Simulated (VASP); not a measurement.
Input of a VASP 6.6.1 run:

Contents of INCAR:

```
  PREC = Accurate
  ENCUT = 520
  EDIFF = 1E-6
  ISMEAR = 0
  SIGMA = 0.15
  LREAL = False
  LASPH = True
  NELM = 150
  ALGO = Normal
  ISIF = 2
  LWAVE = False
  LCHARG = False
  ISPIN = 2
  MAGMOM = 0 0 1.5
  LORBIT = 11
  NUPDOWN = 1.5
  LMAXMIX = 4
  GGA = PS
  NBANDS = 21
  KPAR = 4
```

Contents of KPOINTS:

```
Automatic mesh
0
Gamma
  20 20 20
```

File POSCAR:

```
Al2Ru
1.0
   -1.5160409298      1.5160409298      4.0907071886
    1.5160409298     -1.5160409298      4.0907071886
    1.5160409298      1.5160409298     -4.0907071886
Al Ru
2 1
Direct
    0.6590805105      0.6590805105      0.0000000000
    0.3409194895      0.3409194895      0.0000000000
    0.0000000000      0.0000000000      0.0000000000
```

Potentials or basis: VASP PAW PBE potentials, release 64 (Al, Ru_pv).

Command:

```sh
$ cat potpaw_PBE.64/Al/POTCAR potpaw_PBE.64/Ru_pv/POTCAR > POTCAR
$ mpirun -np 4 vasp_std > vasp.out
```

(1) Estimate the largest force.

(2) Predict the pressure.

## Answers

(1) 0.150 eV/Å.

(2) 26.6 GPa.

Caveat: the stress differs along the axes, from 22 to 29 GPa; the PAW data sets were made with another functional, which shifts forces and pressure a little; the total moment is fixed, so each spin has its own Fermi level and the state may be an excited one.
